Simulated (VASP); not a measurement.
# CoSi2 (Fm-3m) in VASP: vibrations by perturbation theory with PBE

Aim: the vibrations by perturbation theory of CoSi2 with PBE.

Program: VASP 6.6.1. These are calculated values, not measurements. Logs are shortened: lines on timing, memory, paths and dates and some standing lists are left out, and cuts for length are marked.

**1. The cell of the first run**

It takes space group Fm-3m (No. 225, cubic). The conventional cell has a = 5.360 Å, b = 5.360 Å, c = 5.360 Å, α = 90.00°, β = 90.00°, γ = 90.00°. Within 3.1 Å of Co (site symmetry m-3m) lie 8 Si at 2.32 Å. Si (site symmetry -43m) has 4 Co at 2.32 Å and 6 Si at 2.68 Å within 3.1 Å.

**2. Vibrations by perturbation theory, PBE**

Contents of INCAR:

```
SYSTEM = CoSi2
PREC = Accurate ; ENCUT = 520
EDIFF = 1E-8 ; ISMEAR = 0
SIGMA = 0.15 ; LREAL = .FALSE.
LASPH = .TRUE. ; NELM = 100
ALGO = Normal ; ISIF = 2
LWAVE = .FALSE. ; LCHARG = .FALSE.
GGA = PE ; NBANDS = 16
IBRION = 8 ; NSW = 1
```

Contents of KPOINTS:

```
regular mesh
0
G
  16 16 16
  0 0 0
```

Contents of POSCAR:

```
CoSi2
1.0
    0.0000000000      2.6799390597      2.6799390597
    2.6799390597      0.0000000000      2.6799390597
    2.6799390597      2.6799390597      0.0000000000
Co Si
1 2
Direct
    0.0000000000      0.0000000000      0.0000000000
    0.2500000000      0.2500000000      0.2500000000
    0.7500000000      0.7500000000      0.7500000000
```

Potentials or basis: VASP PAW PBE potentials, release 64 (Co, Si).

On the command line:

```console
cat potpaw_PBE.64/Co/POTCAR potpaw_PBE.64/Si/POTCAR > POTCAR
mpirun -np 1 vasp_std > vasp.out
```

OUTCAR:

```text
SYSTEM = CoSi2
   PREC = Accurate
   ENCUT = 520
   EDIFF = 1E-8
   ISMEAR = 0
   LREAL = .FALSE.
   LASPH = .TRUE.
   NELM = 100
   ISIF = 2
   GGA = PE
   IBRION = 8
   NSW = 1

 ion  position               nearest neighbor table
   1  0.000  0.000  0.000-   3 2.32   3 2.32   3 2.32   2 2.32   2 2.32   2 2.32   3 2.32   2 2.32

   2  0.250  0.250  0.250-   1 2.32   1 2.32   1 2.32   1 2.32   3 2.68   3 2.68   3 2.68   3 2.68
                             3 2.68   3 2.68
   3  0.750  0.750  0.750-   1 2.32   1 2.32   1 2.32   1 2.32   2 2.68   2 2.68   2 2.68   2 2.68
                             2 2.68   2 2.68

  LATTYP: Found a face centered cubic cell.
 ALAT       =     5.3598781194

  Lattice vectors:

 A1 = (   0.0000000000,   2.6799390597,   2.6799390597)
 A2 = (   2.6799390597,   0.0000000000,   2.6799390597)
 A3 = (   2.6799390597,   2.6799390597,   0.0000000000)

Analysis of symmetry for initial positions (statically):
=====================================================================
 Subroutine PRICEL returns:
 Original cell was already a primitive cell.

 Routine SETGRP: Setting up the symmetry group for a
 face centered cubic supercell.

 Subroutine GETGRP returns: Found 48 space group operations
 (whereof 48 operations were pure point group operations)
 out of a pool of 48 trial point group operations.

The static configuration has the point symmetry O_h .

Analysis of symmetry for dynamics (positions and initial velocities):
=====================================================================
 Subroutine PRICEL returns:
 Original cell was already a primitive cell.

 Routine SETGRP: Setting up the symmetry group for a
 face centered cubic supercell.

 Subroutine GETGRP returns: Found 48 space group operations
 (whereof 48 operations were pure point group operations)
 out of a pool of 48 trial point group operations.

The dynamic configuration has the point symmetry O_h .

 Subroutine INISYM returns: Found 48 space group operations
 (whereof 48 operations are pure point group operations),
 and found     1 'primitive' translations

----------------------------------------------------------------------------------------

                                     Primitive cell

  volume of cell :      38.4950

  direct lattice vectors                    reciprocal lattice vectors
     0.000000000  2.679939060  2.679939060    -0.186571407  0.186571407  0.186571407
     2.679939060  0.000000000  2.679939060     0.186571407 -0.186571407  0.186571407
     2.679939060  2.679939060  0.000000000     0.186571407  0.186571407 -0.186571407

  length of vectors
     3.790006165  3.790006165  3.790006165     0.323151155  0.323151155  0.323151155

  position of ions in fractional coordinates (direct lattice)
     0.000000000  0.000000000  0.000000000
     0.250000000  0.250000000  0.250000000
     0.750000000  0.750000000  0.750000000

  ion indices of the primitive-cell ions
   primitive index   ion index
                 1           1
                 2           2
                 3           3

----------------------------------------------------------------------------------------

 KPOINTS: regular mesh

Automatic generation of k-mesh.
 Grid dimensions read from file:
 generate k-points for:   16   16   16

 Generating k-lattice:

  Cartesian coordinates                     Fractional coordinates (reciprocal lattice)
[... 92 lines left out ...]
 Gauss-broadening in eV      SIGMA  =   0.15
  energy-cutoff  :      520.00
  volume of cell :       38.50
 maximum number of plane-waves:      1056
   NGX = 15   NGY = 15   NGZ = 15

--------------------------------------- Ionic step        1  -------------------------------------------

 number of electron      16.9999995 magnetization

 Free energy of the ion-electron system (eV)
  ---------------------------------------------------
  ext. energy  EPLUGINS =         0.00000000
  ---------------------------------------------------
  free energy    TOTEN  =       -19.30008562 eV

  energy without entropy =      -19.28840889  energy(sigma->0) =      -19.29424725

 E-fermi :  10.0496     XC(G=0): -11.7364

 val. band max:       10.0437140602   @ k =  -0.3750   0.1250   0.0000
 cond. band min:      10.0570447680   @ k =  -0.1250   0.1250   0.0000
 fundamental gap:      0.0133307079
 Fermi energy:        10.0495621934

 k-point     1 :       0.0000    0.0000    0.0000
  band No.  band energies     occupation
      1      -3.0443      2.00000
      2       5.9960      2.00000
      3       5.9960      2.00000
      4       5.9960      2.00000
      5       8.1637      2.00000
      6       8.1637      2.00000
[... 433 lines left out ...]
      3       5.9954      2.00000
      4       6.0785      2.00000
      5       8.0708      2.00000
      6       8.1612      2.00000
[... 8 lines left out ...]
     15      15.3460      0.00000
     16      15.9176      0.00000

 [... further k-points ...]
[... 5 lines left out ...]
  --------------------------------------------------------------------------------------
  -------------------------------------------------------------------------------------
  Total       -0.0340636     -0.0340636     -0.0340636      0.0000000      0.0000000      0.0000000
  in kB       -1.4177398     -1.4177398     -1.4177398      0.0000000      0.0000000      0.0000000
  external PRESSURE =      -1.4177398 kB  Pullay stress =       0.0000000 kB

 VOLUME and BASIS-vectors are now :
 -----------------------------------------------------------------------------
  energy-cutoff  :      520.00
  volume of cell :       38.50
      direct lattice vectors                 reciprocal lattice vectors
     0.000000000  2.679939060  2.679939060    -0.186571407  0.186571407  0.186571407
     2.679939060  0.000000000  2.679939060     0.186571407 -0.186571407  0.186571407
     2.679939060  2.679939060  0.000000000     0.186571407  0.186571407 -0.186571407

 POSITION                                       TOTAL-FORCE (eV/Angst)
 -----------------------------------------------------------------------------------
      0.00000      0.00000      0.00000        -0.000000     -0.000000     -0.000000
      1.33997      1.33997      1.33997        -0.000000      0.000000      0.000000
      4.01991      4.01991      4.01991         0.000000      0.000000     -0.000000
 -----------------------------------------------------------------------------------
    total drift:                               -0.000000     -0.000000      0.000000

  FREE ENERGIE OF THE ION-ELECTRON SYSTEM (eV)
  ---------------------------------------------------
  free  energy   TOTEN  =       -19.3000856202 eV

  energy  without entropy=      -19.2884088876  energy(sigma->0) =      -19.29424725

[... ionic steps 2 to 3 ...]

--------------------------------------- Ionic step        4  -------------------------------------------

------------------------ aborting loop because EDIFF is reached ----------------------------------------

[... ionic steps 5 to 6 ...]

--------------------------------------- Ionic step        7  -------------------------------------------

 Free energy of the ion-electron system (eV)
  ---------------------------------------------------
  ---------------------------------------------------
  free energy    TOTEN  =        -0.01832971 eV

  energy without entropy =       -0.01832971

------------------------ aborting loop because EDIFF is reached ----------------------------------------

 INTERNAL STRAIN TENSOR  FOR ION    2  DIRECTION 1   (eV/Angst):
 -----------------------------------------------------------------------------
     0.00940  0.00000  0.00000
    -0.00000  0.00167 -8.79508
     0.00000 -8.79508  0.00167

 INTERNAL STRAIN TENSOR FOR ION    3 for displacements in x,y,z  (eV/Angst):
          X           Y           Z          XY          YZ          ZX
  --------------------------------------------------------------------------------
  x     0.00000     0.00000     0.00000     0.00000     8.79508     0.00000
  y     0.00000     0.00000     0.00000    -0.00000     0.00000     8.79508
  z     0.00000     0.00000     0.00000     8.79508     0.00000     0.00000

 SECOND DERIVATIVES (NOT SYMMETRIZED)
 ------------------------------------
               1X          1Y          1Z          2X          2Y          2Z          3X          3Y          3Z
  1X   -11.585638    0.000000    0.000000    5.792819    0.000000    0.000000    5.792819    0.000000    0.000000
  1Y     0.000000  -11.585638    0.000000    0.000000    5.792819    0.000000    0.000000    5.792819    0.000000
  1Z     0.000000    0.000000  -11.585638    0.000000    0.000000    5.792819    0.000000    0.000000    5.792819
  2X     5.808249    0.000000    0.000000   -8.341894    0.000000    0.000000    2.533645    0.000000    0.000000
  2Y     0.000000    5.808249    0.000000    0.000000   -8.341894    0.000000    0.000000    2.533645    0.000000
  2Z     0.000000    0.000000    5.808249    0.000000    0.000000   -8.341894    0.000000    0.000000    2.533645
  3X     5.808249    0.000000    0.000000    2.533645    0.000000    0.000000   -8.341894    0.000000    0.000000
  3Y     0.000000    5.808249    0.000000    0.000000    2.533645    0.000000    0.000000   -8.341894    0.000000
  3Z     0.000000    0.000000    5.808249    0.000000    0.000000    2.533645    0.000000    0.000000   -8.341894

 Eigenvectors and eigenvalues of the dynamical matrix
 ----------------------------------------------------

   1 f  =    9.929299 THz    62.387623 2PiTHz  331.205749 cm-1    41.064261 meV
             X         Y         Z           dx          dy          dz
      0.000000  0.000000  0.000000     0.647717    0.247481   -0.080923
      1.339970  1.339970  1.339970    -0.469759   -0.179486    0.058690
      4.019909  4.019909  4.019909    -0.469759   -0.179486    0.058690
[... 43 lines left out ...]
   9 f/i=    0.006601 THz     0.041475 2PiTHz    0.220185 cm-1     0.027299 meV
             X         Y         Z           dx          dy          dz
      0.000000  0.000000  0.000000    -0.002463    0.004262   -0.715991
      1.339970  1.339970  1.339970    -0.001698    0.002939   -0.493614
      4.019909  4.019909  4.019909    -0.001698    0.002939   -0.493614

--------------------------------------------------------------------------------------------------------

 ELASTIC MODULI CONTR FROM IONIC RELAXATION (kBar)
 Direction    XX          YY          ZZ          XY          YZ          ZX
 --------------------------------------------------------------------------------
 XX           0.0000      0.0000      0.0000      0.0000      0.0000      0.0000
 YY           0.0000      0.0000      0.0000      0.0000      0.0000      0.0000
 ZZ           0.0000      0.0000      0.0000      0.0000      0.0000      0.0000
 XY           0.0000      0.0000      0.0000   -592.0588      0.0000     -0.0000
 YZ           0.0000      0.0000      0.0000      0.0000   -592.0588     -0.0000
 ZX           0.0000      0.0000      0.0000     -0.0000     -0.0000   -592.0588
 --------------------------------------------------------------------------------
```

It took 11 min on 1 thread of Intel Xeon Platinum 8259CL at 2.50GHz (Skylake/Cascade Lake), shared host; peak memory 0.82 GiB.

Results:

```
Highest phonon frequency at Γ : 331 cm⁻¹
```

Phonon frequencies in cm⁻¹ (negative: imaginary):
| q point | frequencies |
| --- | --- |
| (0.000, 0.000, 0.000) | 0 0 0 325 325 325 331 331 331 |

Caveat: the run has no spin polarisation, though such a crystal can be magnetic.
